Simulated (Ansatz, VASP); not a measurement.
**Mo: VASP beside Ansatz**

Contents of INCAR:

```
PREC = Accurate ; ENCUT = 500
EDIFF = 1E-7 ; ISMEAR = -1
SIGMA = 0.1 ; LREAL = False
LASPH = True ; NELM = 200
ALGO = Normal ; ISIF = 3
LWAVE = False ; LCHARG = False
LMAXMIX = 4 ; LDAU = True
LDAUTYPE = 2 ; LDAUL = 2
LDAUU = 4 ; LDAUJ = 0
LDAUPRINT = 1 ; GGA = PE
IBRION = 2 ; NSW = 60
EDIFFG = -0.01 ; GGA_COMPAT = False
NELMIN = 4
```

Contents of KPOINTS:

```
Automatic mesh
0
Gamma
  8 8 8
```

File POSCAR:

```
Mo
1.0
   -1.6158300000      1.6158300000      1.6158300000
    1.6158300000     -1.6158300000      1.6158300000
    1.6158300000      1.6158300000     -1.6158300000
Mo
1
Direct
    0.0000000000      0.0000000000      0.0000000000
```

Input for Ansatz:

```yaml
crystal:
  lattice:
    - [-1.61583, 1.61583, 1.61583]
    - [1.61583, -1.61583, 1.61583]
    - [1.61583, 1.61583, -1.61583]
  atoms:
    - { symbol: Mo, position: [0.0, 0.0, 0.0] }
  symmetry: { tolerance: 0.0003 }
kpoints:
  mp_grid: { grid: [8, 8, 8], shift: [0, 0, 0] }
magnetization:
  spin_polarized: false
scf:
  occupations: { method: fermi_dirac }
hamiltonian:
  pseudopotentials: { kind: paw }
  xc: pbe
  hubbard: { sites: [{ species: Mo, l: d, u_eff: 4.0 }], double_counting: fll }
basis:
  ecutwfc: 420
output:
  forces: true
  stress: true
  eigenvalues: true
relax:
  max_steps: 40
  cell: {}
```

Alike in both runs: task relaxation of cell and atoms; functional PBE; k mesh 8 × 8 × 8; no spin polarisation; Hubbard terms Mo d U = 4.0 eV.

|  | VASP | Ansatz |
| --- | --- | --- |
| version | VASP 6.6.1 | Ansatz 0.2.0 |
| potentials or method | VASP PAW PBE potentials, release 64 (Mo_sv), cutoff 500 eV | PAW plane waves |
| occupations | fermi-dirac, width 0.1 eV | fermi-dirac |
| valence electrons in the cell | 14 | 14 |

```csv
,VASP,Ansatz,Ansatz less VASP
"gap on the k mesh at the Fermi level, each at its own relaxed structure (eV)",none,none,-
relaxed volume (Å³/atom),16.45,16.01,-0.441
relaxed cell length with the largest relative difference (Å),2.775,2.750,-0.0250
```

The programs project onto different local orbitals, so the same U acts differently, and such runs can settle in different states. A gap of «none» marks a metal or a gap that the smearing closes. Ansatz's warnings: filled band counts differ across k points.
